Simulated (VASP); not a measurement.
# HfB2 (P6/mmm) in VASP: a series of runs

The runs below take HfB2 through electric field gradients, with PBEsol.

Program: VASP 6.6.1. These are calculated values, not measurements. Logs are shortened: lines on timing, memory, paths and dates and some standing lists are left out, and cuts for length are marked.

## (1) The cell of the first run

The structure is hexagonal, space group P6/mmm (No. 191). The conventional cell has a = 3.076 Å, b = 3.076 Å, c = 3.409 Å, α = 90.00°, β = 90.00°, γ = 120.00°. Within 3.2 Å of Hf (site symmetry 6/mmm) lie 12 B at 2.46 Å and 6 Hf at 3.08 Å. Within 2.4 Å of B (site symmetry -6m2) lie 3 B at 1.78 Å.

## (2) Electric field gradients, PBEsol (volume scaled by 0.94)

INCAR reads:

```
ALGO = Normal ; EDIFF = 1E-8
ENCUT = 520 ; GGA = PS
ISIF = 2 ; ISMEAR = -1
LASPH = T ; LCHARG = F
LEFG = T ; LREAL = F
LWAVE = F ; NBANDS = 15
NELM = 100 ; PREC = Accurate
SIGMA = 0.03
```

KPOINTS reads:

```
k-points
0
Gamma
  15 15 12
```

POSCAR reads:

```
HfB2
1.0
    3.0759004798      0.0000000000      0.0000000000
   -1.5379502400      2.6638079550      0.0000000000
    0.0000000000      0.0000000000      3.4089596583
Hf B
1 2
Direct
    0.0000000000      0.0000000000      0.0000000000
    0.3333333333      0.6666666667      0.5000000000
    0.6666666667      0.3333333333      0.5000000000
```

Potentials or basis: VASP PAW PBE potentials, release 64 (Hf_pv, B).

Launch:

```sh
cat potpaw_PBE.64/Hf_pv/POTCAR potpaw_PBE.64/B/POTCAR > POTCAR
mpirun -np 1 vasp_std > vasp.out
```

OUTCAR:

```text
EDIFF = 1E-8
   ENCUT = 520
   GGA = PS
   ISIF = 2
   ISMEAR = -1
   LASPH = T
   LREAL = F
   NELM = 100
   PREC = Accurate

 ion  position               nearest neighbor table
   1  0.000  0.000  0.000-   2 2.46   3 2.46   2 2.46   3 2.46   3 2.46   3 2.46   2 2.46   2 2.46
                             3 2.46   3 2.46   2 2.46   2 2.46
   2  0.333  0.667  0.500-   3 1.78   3 1.78   3 1.78   1 2.46   1 2.46   1 2.46   1 2.46   1 2.46
                             1 2.46
   3  0.667  0.333  0.500-   2 1.78   2 1.78   2 1.78   1 2.46   1 2.46   1 2.46   1 2.46   1 2.46
                             1 2.46

  LATTYP: Found a hexagonal cell.
 ALAT       =     3.0759004798
 C/A-ratio  =     1.1082802193

  Lattice vectors:

 A1 = (   3.0759004798,   0.0000000000,   0.0000000000)
 A2 = (  -1.5379502400,   2.6638079550,   0.0000000000)
 A3 = (   0.0000000000,   0.0000000000,   3.4089596583)

Analysis of symmetry for initial positions (statically):
=====================================================================
 Subroutine PRICEL returns:
 Original cell was already a primitive cell.

 Routine SETGRP: Setting up the symmetry group for a
 hexagonal supercell.

 Subroutine GETGRP returns: Found 24 space group operations
 (whereof 24 operations were pure point group operations)
 out of a pool of 24 trial point group operations.

The static configuration has the point symmetry D_6h.

Analysis of symmetry for dynamics (positions and initial velocities):
=====================================================================
 Subroutine PRICEL returns:
 Original cell was already a primitive cell.

 Routine SETGRP: Setting up the symmetry group for a
 hexagonal supercell.

 Subroutine GETGRP returns: Found 24 space group operations
 (whereof 24 operations were pure point group operations)
 out of a pool of 24 trial point group operations.

The dynamic configuration has the point symmetry D_6h.

 Subroutine INISYM returns: Found 24 space group operations
 (whereof 24 operations are pure point group operations),
 and found     1 'primitive' translations

----------------------------------------------------------------------------------------

[... 143 lines left out ...]

 val. band max:        8.0541721100   @ k =   0.0667   0.0667   0.4167
 cond. band min:       8.0808110905   @ k =   0.1333   0.1333   0.2500
 fundamental gap:      0.0266389804
 Fermi energy:         8.0565217894

 k-point     1 :       0.0000    0.0000    0.0000
  band No.  band energies     occupation
      1     -22.3470      2.00000
      2     -21.7491      2.00000
      3     -21.7491      2.00000
      4      -6.0315      2.00000
      5       4.8399      2.00000
      6       5.0242      2.00000
      7       5.0242      2.00000
      8       5.3247      2.00000
      9      12.3540      0.00000
     10      12.3540      0.00000
     11      13.0495      0.00000
     12      13.0495      0.00000
     13      13.3142      0.00000
     14      13.3142      0.00000
[... 401 lines left out ...]
      2     -22.1843      2.00000
      3     -22.1617      2.00000
      4      -1.2911      2.00000
      5      -0.7307      2.00000
      6       1.8246      2.00000
      7       4.2682      2.00000
      8       6.9218      2.00000
      9       7.7613      1.99989
     10      11.2220      0.00000
     11      12.9919      0.00000
     12      15.4089      0.00000
     13      17.7251      0.00000
     14      18.8268      0.00000
     15      19.2634      0.00000

 [... further k-points ...]
[... 5 lines left out ...]
  --------------------------------------------------------------------------------------
  -------------------------------------------------------------------------------------
  Total        2.4208676      2.4208676      1.8909449     -0.0000000     -0.0000000      0.0000000
  in kB      138.8623684    138.8623684    108.4656945     -0.0000000     -0.0000000      0.0000000
  external PRESSURE =     128.7301437 kB  Pullay stress =       0.0000000 kB

 VOLUME and BASIS-vectors are now :
 -----------------------------------------------------------------------------
  energy-cutoff  :      520.00
  volume of cell :       27.93
      direct lattice vectors                 reciprocal lattice vectors
     3.075900480  0.000000000  0.000000000     0.325108048  0.187701219  0.000000000
    -1.537950240  2.663807955  0.000000000     0.000000000  0.375402438  0.000000000
     0.000000000  0.000000000  3.408959658     0.000000000  0.000000000  0.293344627

 POSITION                                       TOTAL-FORCE (eV/Angst)
 -----------------------------------------------------------------------------------
      0.00000      0.00000      0.00000         0.000000      0.000000      0.000000
     -0.00000      1.77587      1.70448         0.000000      0.000000     -0.000000
      1.53795      0.88794      1.70448        -0.000000     -0.000000      0.000000
 -----------------------------------------------------------------------------------
    total drift:                               -0.000000      0.000000      0.000000

  FREE ENERGIE OF THE ION-ELECTRON SYSTEM (eV)
  ---------------------------------------------------
  free  energy   TOTEN  =       -27.8157773174 eV

  energy  without entropy=      -27.8150839683  energy(sigma->0) =      -27.81543064

 Electric field gradients (V/A^2)
---------------------------------------------------------------------
 ion       V_xx      V_yy      V_zz      V_xy      V_xz      V_yz
---------------------------------------------------------------------
   1     -41.681   -41.681    83.362    -0.000    -0.000    -0.000
   2      -0.875    -0.875     1.750    -0.000     0.000    -0.000
   3      -0.875    -0.875     1.750    -0.000     0.000     0.000
---------------------------------------------------------------------

 Electric field gradients after diagonalization (V/A^2)
 (convention: |V_zz| > |V_xx| > |V_yy|)
----------------------------------------------------------------------
 ion       V_xx      V_yy      V_zz     asymmetry (V_yy - V_xx)/ V_zz
----------------------------------------------------------------------
   1     -41.682   -41.681    83.362       0.000
   2      -0.875    -0.875     1.750       0.000
   3      -0.875    -0.875     1.750       0.000
----------------------------------------------------------------------

           NMR quadrupolar parameters

 Cq : quadrupolar parameter    Cq=e*Q*V_zz/h
 eta: asymmetry parameters     (V_yy - V_xx)/ V_zz
 Q  : nuclear electric quadrupole moment in mb (millibarn)
----------------------------------------------------------------------
 ion       Cq(MHz)       eta       Q (mb)
----------------------------------------------------------------------
   1       0.202       0.000       1.000
   2       0.004       0.000       1.000
   3       0.004       0.000       1.000
----------------------------------------------------------------------
```

It took 2.2 min on 1 thread of AMD EPYC, shared host; peak memory 0.17 GiB.

What came out:

| Item | Value |
| --- | --- |
| Free energy | -27.8158 eV |
| Pressure | 12.9 GPa |
| Band gap on the k mesh | zero (band 8 reaches 8.86 eV, above the bottom of band 9 at 7.76 eV) |

Electric field gradients, principal values (V/Å²):
```csv
atom,least,middle,greatest (by size)
1 Hf,-41.681,-41.682,83.362
2 B,-0.875,-0.875,1.750
3 B,-0.875,-0.875,1.750
```

Caveat: without QUAD_EFG the Cq values of the log hold for a quadrupole moment of 1 mb, not for the nuclei; the PAW data sets were made with another functional, which shifts forces and pressure a little; spin-orbit coupling is left out, which moves the levels of the heavy elements.

## (3) Electric field gradients, PBEsol (volume scaled by 0.98)

INCAR reads:

```
ALGO     = Normal         # electronic algorithm
EDIFF    = 1E-8           # SCF threshold, eV
ENCUT    = 520            # plane-wave cutoff, eV
GGA      = PS             # functional
ISIF     = 2              # what is computed and relaxed
ISMEAR   = -1             # smearing method
LASPH    = True           # aspherical terms in the spheres
LCHARG   = False          # write CHGCAR
LEFG     = True         
LREAL    = False          # projectors in reciprocal space
LWAVE    = False          # write WAVECAR
NBANDS   = 15             # bands
NELM     = 100            # most SCF steps
PREC     = Accurate       # precision mode
SIGMA    = 0.03           # smearing width, eV
```

KPOINTS is that of step 2.

POSCAR reads:

```
HfB2
1.0
    3.1189256393      0.0000000000      0.0000000000
   -1.5594628197      2.7010688362      0.0000000000
    0.0000000000      0.0000000000      3.4566435916
Hf B
1 2
Direct
    0.0000000000      0.0000000000      0.0000000000
    0.3333333333      0.6666666667      0.5000000000
    0.6666666667      0.3333333333      0.5000000000
```

Potentials or basis: VASP PAW PBE potentials, release 64 (Hf_pv, B).

Launch:

```sh
cat potpaw_PBE.64/Hf_pv/POTCAR potpaw_PBE.64/B/POTCAR > POTCAR
mpirun -np 1 vasp_std > vasp.out
```

OUTCAR:

```text
EDIFF = 1E-8
   ENCUT = 520
   GGA = PS
   ISIF = 2
   ISMEAR = -1
   LASPH = True
   LREAL = False
   NELM = 100
   PREC = Accurate

 ion  position               nearest neighbor table
   1  0.000  0.000  0.000-   2 2.50   3 2.50   2 2.50   3 2.50   3 2.50   3 2.50   2 2.50   2 2.50
                             3 2.50   3 2.50   2 2.50   2 2.50
   2  0.333  0.667  0.500-   3 1.80   3 1.80   3 1.80   1 2.50   1 2.50   1 2.50   1 2.50   1 2.50
                             1 2.50
   3  0.667  0.333  0.500-   2 1.80   2 1.80   2 1.80   1 2.50   1 2.50   1 2.50   1 2.50   1 2.50
                             1 2.50

  LATTYP: Found a hexagonal cell.
 ALAT       =     3.1189256393
 C/A-ratio  =     1.1082802193
[... 659 lines left out ...]
 ion       V_xx      V_yy      V_zz      V_xy      V_xz      V_yz
---------------------------------------------------------------------
   1     -40.802   -40.803    81.605    -0.000    -0.000     0.000
   2      -0.873    -0.873     1.745    -0.000     0.000    -0.000
   3      -0.873    -0.873     1.745    -0.000     0.000     0.000
---------------------------------------------------------------------

 Electric field gradients after diagonalization (V/A^2)
 (convention: |V_zz| > |V_xx| > |V_yy|)
----------------------------------------------------------------------
 ion       V_xx      V_yy      V_zz     asymmetry (V_yy - V_xx)/ V_zz
----------------------------------------------------------------------
   1     -40.803   -40.802    81.605       0.000
   2      -0.873    -0.873     1.745       0.000
   3      -0.873    -0.873     1.745       0.000
----------------------------------------------------------------------

           NMR quadrupolar parameters

 Cq : quadrupolar parameter    Cq=e*Q*V_zz/h
 eta: asymmetry parameters     (V_yy - V_xx)/ V_zz
 Q  : nuclear electric quadrupole moment in mb (millibarn)
----------------------------------------------------------------------
 ion       Cq(MHz)       eta       Q (mb)
----------------------------------------------------------------------
   1       0.197       0.000       1.000
   2       0.004       0.000       1.000
   3       0.004       0.000       1.000
----------------------------------------------------------------------
```

OSZICAR:

```text
N       E                     dE             d eps       ncg     rms          rms(c)
DAV:   1     0.273647402236E+02    0.27365E+02   -0.80476E+03  5670   0.102E+03
DAV:   2    -0.285892996430E+02   -0.55954E+02   -0.52409E+02  7499   0.221E+02
DAV:   3    -0.300956172885E+02   -0.15063E+01   -0.15006E+01  7441   0.268E+01
DAV:   4    -0.301014189115E+02   -0.58016E-02   -0.58004E-02  6636   0.205E+00
DAV:   5    -0.301014509373E+02   -0.32026E-04   -0.32025E-04  7441   0.136E-01    0.552E+01
DAV:   6    -0.279872147549E+02    0.21142E+01   -0.25130E+00  6853   0.116E+01    0.400E+01
DAV:   7    -0.279397591563E+02    0.47456E-01   -0.92979E-01  7266   0.712E+00    0.108E+01
DAV:   8    -0.278699949820E+02    0.69764E-01   -0.25510E-01  6713   0.386E+00    0.157E+00
DAV:   9    -0.278656665596E+02    0.43284E-02   -0.21501E-02  6608   0.118E+00    0.433E-01
DAV:  10    -0.278653650709E+02    0.30149E-03   -0.94558E-04  7112   0.264E-01    0.239E-01
DAV:  11    -0.278653730269E+02   -0.79560E-05   -0.67583E-05  6776   0.613E-02    0.920E-02
DAV:  12    -0.278653708590E+02    0.21679E-05   -0.33836E-06  7000   0.136E-02    0.727E-03
DAV:  13    -0.278653709055E+02   -0.46483E-07   -0.22802E-07  7175   0.377E-03    0.156E-03
DAV:  14    -0.278653709210E+02   -0.15488E-07   -0.26459E-08  6657   0.132E-03    0.873E-04
DAV:  15    -0.278653709315E+02   -0.10504E-07   -0.21783E-09  3381   0.381E-04    0.792E-04
DAV:  16    -0.278653709301E+02    0.13697E-08   -0.16200E-10  3108   0.111E-04
   1 F= -.27865371E+02 E0= -.27865020E+02  d E =-.702836E-03
```

Run time: 2.1 min. Hardware: 1 thread of AMD EPYC, shared host; peak memory 0.18 GiB.

Results:

```
Free energy            : -27.8654 eV
Pressure               : 0.7 GPa
Band gap on the k mesh : zero (band 8 reaches 8.50 eV, above the bottom of band 9 at 7.45 eV)
```

Levels at points of the mesh, in eV from the Fermi level:
```tsv
k point	band 6	band 7	band 8	band 9	band 10	band 11
(0.00, 0.00, 0.00)	-2.95	-2.95	-2.76	4.08	4.08	4.76
(0.00, 0.00, 0.50)	-1.18	-1.18	0.28	0.28	0.98	0.98
```

Electric field gradients, principal values (V/Å²):
```csv
atom,least,middle,greatest (by size)
1 Hf,-40.802,-40.803,81.605
2 B,-0.873,-0.873,1.745
3 B,-0.873,-0.873,1.745
```

Caveat: without QUAD_EFG the Cq values of the log hold for a quadrupole moment of 1 mb, not for the nuclei; the PAW data sets were made with another functional, which shifts forces and pressure a little; spin-orbit coupling is left out, which moves the levels of the heavy elements.
